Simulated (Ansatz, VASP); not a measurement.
## Cu: VASP beside Ansatz

```xyz
1
Lattice="0.0000 1.8075 1.8075 1.8075 0.0000 1.8075 1.8075 1.8075 0.0000" Properties=species:S:1:pos:R:3 pbc="T T T"
Cu    0.0000    0.0000    0.0000
```

Alike in both runs: task single point; functional PBE; k mesh 13 × 13 × 13; occupations gaussian, width 0.024 eV; no spin polarisation.

|  | VASP | Ansatz |
| --- | --- | --- |
| version | VASP 6.6.1 | Ansatz 0.2.0 |
| potentials or method | VASP PAW PBE potentials, release 64 (Cu), cutoff 600 eV | all-electron LAPW, scalar-relativistic |

Ansatz gave:

| Quantity | Value |
| --- | --- |
| gap on the k mesh at the Fermi level (eV) | none |
| pressure (GPa) | 1.7 |

**Question.** Estimate VASP's values.

**Answer.** gap on the k mesh at the Fermi level (eV): none; pressure (GPa): 2.3.

A gap of «none» marks a metal or a gap that the smearing closes. Ansatz ran all-electron here, and VASP with PAW potentials.
